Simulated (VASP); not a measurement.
# BN (single layer cut from the bulk crystal) in VASP: single point with PBE

Aim: the single point of BN (single layer cut from the bulk crystal) with PBE.

All numbers are computed with VASP 6.6.1; they aren't measurements. Logs are shortened: lines on timing, memory, paths and dates and some standing lists are left out, and cuts for length are marked.

## (1) The cell of the first run

The cell holds a slab with vacuum, 2 atoms: a = 2.502 Å, b = 2.502 Å, c = 13.002 Å, α = 90.00°, β = 90.00°, γ = 120.00°.

## (2) Single point, PBE

INCAR reads:

```
ALGO = Normal
EDIFF = 1E-6
ENCUT = 520
GGA = PE
ISIF = 2
ISMEAR = 0
LASPH = True
LCHARG = False
LREAL = False
LWAVE = False
NBANDS = 11
NELM = 60
PREC = Accurate
SIGMA = 0.05
```

KPOINTS reads:

```
k-points
0
Gamma
  30 30 1
```

POSCAR reads:

```
BN
1.0
    2.5022435700      0.0000000000      0.0000000000
   -1.2511217800      2.1670064900      0.0000000000
    0.0000000000      0.0000000000     13.0024561700
B N
1 1
Direct
    0.6666666700      0.3333333300      0.5000000000
    0.3333333300      0.6666666700      0.5000000000
```

Potentials or basis: VASP PAW PBE potentials, release 64 (B, N).

Command:

```bash
> cat potpaw_PBE.64/B/POTCAR potpaw_PBE.64/N/POTCAR > POTCAR
> mpirun -np 1 vasp_std > vasp.out
```

OUTCAR:

```text
EDIFF = 1E-6
   ENCUT = 520
   GGA = PE
   ISIF = 2
   ISMEAR = 0
   LASPH = True
   LREAL = False
   NELM = 60
   PREC = Accurate

 ion  position               nearest neighbor table
   1  0.667  0.333  0.500-   2 1.44   2 1.44   2 1.44
   2  0.333  0.667  0.500-   1 1.44   1 1.44   1 1.44

  LATTYP: Found a hexagonal cell.
 ALAT       =     2.5022435700
 C/A-ratio  =     5.1963191457

  Lattice vectors:

 A1 = (   2.5022435700,   0.0000000000,   0.0000000000)
 A2 = (  -1.2511217800,   2.1670064900,   0.0000000000)
 A3 = (   0.0000000000,   0.0000000000,  13.0024561700)

Analysis of symmetry for initial positions (statically):
=====================================================================
 Subroutine PRICEL returns:
 Original cell was already a primitive cell.

 Routine SETGRP: Setting up the symmetry group for a
 hexagonal supercell.

 Subroutine GETGRP returns: Found 12 space group operations
 (whereof 12 operations were pure point group operations)
 out of a pool of 24 trial point group operations.

The static configuration has the point symmetry D_3h.

Analysis of symmetry for dynamics (positions and initial velocities):
=====================================================================
 Subroutine PRICEL returns:
 Original cell was already a primitive cell.

 Routine SETGRP: Setting up the symmetry group for a
 hexagonal supercell.

 Subroutine GETGRP returns: Found 12 space group operations
 (whereof 12 operations were pure point group operations)
 out of a pool of 24 trial point group operations.

The dynamic configuration has the point symmetry D_3h.

 Subroutine INISYM returns: Found 12 space group operations
 (whereof 12 operations are pure point group operations),
 and found     1 'primitive' translations

----------------------------------------------------------------------------------------

                                     Primitive cell

  volume of cell :      70.5042

  direct lattice vectors                    reciprocal lattice vectors
     2.502243570  0.000000000  0.000000000     0.399641351  0.230733041  0.000000000
    -1.251121780  2.167006490  0.000000000     0.000000000  0.461466084  0.000000000
     0.000000000  0.000000000 13.002456170     0.000000000  0.000000000  0.076908546

  length of vectors
     2.502243570  2.502243561 13.002456170     0.461466083  0.461466084  0.076908546

  position of ions in fractional coordinates (direct lattice)
     0.666666670  0.333333330  0.500000000
     0.333333330  0.666666670  0.500000000

  ion indices of the primitive-cell ions
   primitive index   ion index
                 1           1
                 2           2

----------------------------------------------------------------------------------------

 KPOINTS: k-points

Automatic generation of k-mesh.
 Grid dimensions read from file:
 generate k-points for:   30   30    1

 Generating k-lattice:

  Cartesian coordinates                     Fractional coordinates (reciprocal lattice)
     0.013321378  0.007691101  0.000000000     0.033333333  0.000000000  0.000000000
     0.000000000  0.015382203  0.000000000     0.000000000  0.033333333  0.000000000
     0.000000000  0.000000000  0.076908546     0.000000000  0.000000000  1.000000000

  Length of vectors
     0.015382203  0.015382203  0.076908546

  Shift w.r.t. Gamma in fractional coordinates (k-lattice)
     0.000000000  0.000000000  0.000000000

 Subroutine IBZKPT returns following result:
 ===========================================

 Found     91 irreducible k-points:

 Following reciprocal coordinates:
            Coordinates               Weight
  0.000000  0.000000  0.000000      1.000000
  0.033333  0.000000  0.000000      6.000000
  0.066667  0.000000  0.000000      6.000000
  0.100000  0.000000  0.000000      6.000000
  0.133333  0.000000  0.000000      6.000000
  0.166667  0.000000  0.000000      6.000000
[... 16 lines left out ...]
  0.233333  0.033333  0.000000     12.000000
  0.266667  0.033333  0.000000     12.000000
 [... further k-points ...]
   k-points           NKPTS =     91   k-points in BZ     NKDIM =     91   number of bands    NBANDS=     11
   number of dos      NEDOS =    301   number of ions     NIONS =      2
   total plane-waves  NPLWV =  39200
   dimension x,y,z NGX =    20 NGY =   20 NGZ =   98
   dimension x,y,z NGXF=    40 NGYF=   40 NGZF=  196
   ions per type =               1   1
   NGX,Y,Z   is equivalent  to a cutoff of  13.29, 13.29, 12.53 a.u.
   NGXF,Y,Z  is equivalent  to a cutoff of  26.58, 26.58, 25.06 a.u.
 SYSTEM =  unknown system
   PREC   = accura    normal or accurate (medium, high low for compatibility)
   ISTART =      0    job   : 0-new  1-cont  2-samecut
   ICHARG =      2    charge: 1-file 2-atom 10-const
   ISPIN  =      1    spin polarized calculation?
   LNONCOLLINEAR =      F non collinear calculations
   LSORBIT =      F    spin-orbit coupling
   LASPH  =      T    aspherical Exc in radial PAW
   ENCUT  =  520.0 eV  38.22 Ry    6.18 a.u.   4.65  4.65 24.18*2*pi/ulx,y,z
   NELM   =     60;   NELMIN=  2; NELMDL= -5     # of ELM steps
   EDIFF  = 0.1E-05   stopping-criterion for ELM
   LREAL  =      F    real-space projection
   EDIFFG = 0.1E-04   stopping-criterion for IOM
   NSW    =      0    number of steps for IOM
   IBRION =     -1    ionic relax: 0-MD 1-quasi-New 2-CG
   NFREE  =      0    steps in history (QN), initial steepest desc. (CG)
   ISIF   =      2    stress and relaxation
   ISYM   =      2    0-nonsym 1-usesym 2-fastsym
   POTIM  = 0.5000    time-step for ionic-motion
   TEBEG  =    0.0;   TEEND  =   0.0 temperature during run
   PSTRESS=    0.0 pullay stress
   NELECT =       8.0000    total number of electrons
   NUPDOWN=      -1.0000    fix difference up-down
   EMIN   =  10.00;   EMAX   =-10.00  energy-range for DOS
   EFERMI =   0.00;   METHOD = LEGACY
   ISMEAR =     0;   SIGMA  =   0.05  broadening in eV -4-tet -1-fermi 0-gaus
   EFERMI_NEDOS =   21; number of points for ismear=-14 and -15
   IALGO  =     38    algorithm
   IMIX   =      4    mixing-type and parameters
     AMIX     =   0.40;   BMIX     =  1.00
     AMIX_MAG =   1.60;   BMIX_MAG =  1.00
  volume/ion in A,a.u.               =      35.25       237.89
  Fermi-wavevector in a.u.,A,eV,Ry     =   0.792562  1.497724  8.546555  0.628154
  Thomas-Fermi vector in A             =   1.898324
   LORBIT       =      0    0 simple, 1 ext, 2 COOP (PROOUT), +10 PAW based schemes
   GGA     = PE    functional components
   LHFCALC =     F    Hartree Fock is set to
   AEXX    =    0.0000 exact exchange contribution
   IVDW    =     0    specifies the selected vdW correction
   LEPSILON=     F    determine dielectric tensor
   LRPA    =     F    only Hartree local field effects (RPA)
 non-spin polarized calculation
 Gauss-broadening in eV      SIGMA  =   0.05
  energy-cutoff  :      520.00
  volume of cell :       70.50
 maximum number of plane-waves:      1927
 NGX is ok and might be reduce to    20
   NGX =  9   NGY =  9   NGZ = 49

 number of electron       7.9999999 magnetization

 Free energy of the ion-electron system (eV)
  ---------------------------------------------------
  ext. energy  EPLUGINS =         0.00000000
  ---------------------------------------------------
  free energy    TOTEN  =       -17.59845384 eV

  energy without entropy =      -17.59845384  energy(sigma->0) =      -17.59845384

 E-fermi :  -3.4204     XC(G=0):  -3.2176

 val. band max:       -3.7308368066   @ k =   0.3333   0.3333   0.0000
 cond. band min:       0.9233872846   @ k =   0.0000   0.0000   0.0000
 fundamental gap:      4.6542240912
 Fermi energy:        -3.4204110809

 k-point     1 :       0.0000    0.0000    0.0000
  band No.  band energies     occupation
      1     -21.4150      2.00000
      2      -8.9915      2.00000
      3      -5.0697      2.00000
      4      -5.0697      2.00000
      5       0.9234      0.00000
      6       2.0478      0.00000
      7       2.7222      0.00000
      8       5.2363      0.00000
      9       6.0141      0.00000
     10       7.8779      0.00000
     11       7.8779      0.00000

 k-point     2 :       0.0333    0.0000    0.0000
  band No.  band energies     occupation
      1     -21.3936      2.00000
      2      -8.9627      2.00000
      3      -5.1632      2.00000
      4      -5.1132      2.00000
      5       0.9606      0.00000
      6       2.0811      0.00000
      7       2.7585      0.00000
      8       5.2643      0.00000
      9       6.0521      0.00000
     10       7.8648      0.00000
     11       7.9751      0.00000

 k-point     3 :       0.0667    0.0000    0.0000
  band No.  band energies     occupation
      1     -21.3293      2.00000
      2      -8.8763      2.00000
      3      -5.4344      2.00000
      4      -5.2389      2.00000
      5       1.0712      0.00000
      6       2.1810      0.00000
      7       2.8669      0.00000
      8       5.3469      0.00000
      9       6.1624      0.00000
     10       7.8299      0.00000
     11       8.2615      0.00000

 k-point     4 :       0.1000    0.0000    0.0000
  band No.  band energies     occupation
      1     -21.2227      2.00000
      2      -8.7329      2.00000
      3      -5.8593      2.00000
      4      -5.4338      2.00000
      5       1.2526      0.00000
      6       2.3464      0.00000
      7       3.0462      0.00000
      8       5.4778      0.00000
      9       6.3346      0.00000
     10       7.7844      0.00000
     11       8.7226      0.00000

 k-point     5 :       0.1333    0.0000    0.0000
  band No.  band energies     occupation
      1     -21.0748      2.00000
      2      -8.5337      2.00000
      3      -6.4061      2.00000
      4      -5.6802      2.00000
      5       1.5021      0.00000
      6       2.5754      0.00000
      7       3.2948      0.00000
      8       5.6422      0.00000
      9       6.5492      0.00000
     10       7.7503      0.00000
     11       9.3377      0.00000
[... 211 lines left out ...]
 k-point    21 :       0.1667    0.0333    0.0000
  band No.  band energies     occupation
      1     -20.7635      2.00000
      2      -8.1130      2.00000
      3      -7.4066      2.00000
      4      -6.1571      2.00000
      5       2.0270      0.00000
      6       3.0512      0.00000
      7       3.8218      0.00000
      8       5.8652      0.00000
      9       6.9121      0.00000
     10       7.8556      0.00000
     11       7.8849      0.00000

 k-point    22 :       0.2000    0.0333    0.0000
  band No.  band energies     occupation
      1     -20.5206      2.00000
      2      -8.1117      2.00000
      3      -7.7833      2.00000
      4      -6.4564      2.00000
      5       2.4392      0.00000
      6       3.4047      0.00000
      7       4.2378      0.00000
      8       5.8335      0.00000
      9       7.0351      0.00000
     10       7.7527      0.00000
     11       8.0781      0.00000

 k-point    23 :       0.2333    0.0333    0.0000
  band No.  band energies     occupation
      1     -20.2451      2.00000
      2      -8.8386      2.00000
      3      -7.4073      2.00000
      4      -6.7483      2.00000
      5       2.9133      0.00000
      6       3.7453      0.00000
      7       4.7169      0.00000
      8       5.6008      0.00000
      9       7.0688      0.00000
     10       7.8906      0.00000
     11       8.4614      0.00000

 k-point    24 :       0.2667    0.0333    0.0000
  band No.  band energies     occupation
      1     -19.9423      2.00000
      2      -9.5653      2.00000
      3      -7.0220      2.00000
      4      -6.9912      2.00000
      5       3.4460      0.00000
      6       3.8916      0.00000
      7       5.2527      0.00000
      8       5.4186      0.00000
      9       7.0710      0.00000
     10       8.2526      0.00000
     11       8.9602      0.00000

 [... further k-points ...]

------------------------ aborting loop because EDIFF is reached ----------------------------------------

  FORCE on cell =-STRESS in cart. coord.  units (eV):
  Direction    XX          YY          ZZ          XY          YZ          ZX
  --------------------------------------------------------------------------------------
  -------------------------------------------------------------------------------------
  Total        0.4964647      0.4964647     -0.0188371      0.0000000      0.0000000      0.0000000
  in kB       11.2819405     11.2819404     -0.4280650      0.0000000      0.0000000      0.0000000
  external PRESSURE =       7.3786053 kB  Pullay stress =       0.0000000 kB

 VOLUME and BASIS-vectors are now :
 -----------------------------------------------------------------------------
  energy-cutoff  :      520.00
  volume of cell :       70.50
      direct lattice vectors                 reciprocal lattice vectors
     2.502243570  0.000000000  0.000000000     0.399641351  0.230733041  0.000000000
    -1.251121780  2.167006490  0.000000000     0.000000000  0.461466084  0.000000000
     0.000000000  0.000000000 13.002456170     0.000000000  0.000000000  0.076908546

 POSITION                                       TOTAL-FORCE (eV/Angst)
 -----------------------------------------------------------------------------------
      1.25112      0.72234      6.50123         0.000000      0.000000      0.000000
     -0.00000      1.44467      6.50123        -0.000000     -0.000000      0.000000
 -----------------------------------------------------------------------------------
    total drift:                                0.000008     -0.000005     -0.000000

  FREE ENERGIE OF THE ION-ELECTRON SYSTEM (eV)
  ---------------------------------------------------
  free  energy   TOTEN  =       -17.5984538383 eV

  energy  without entropy=      -17.5984538383  energy(sigma->0) =      -17.59845384
```

Run time: 71 s. Hardware: 1 thread of Intel Xeon 6975P-C, shared host; peak memory 0.22 GiB.

What came out:

```
Free energy            : -17.5985 eV
Band gap on the k mesh : 4.65 eV, indirect (least direct gap 4.69 eV)
```
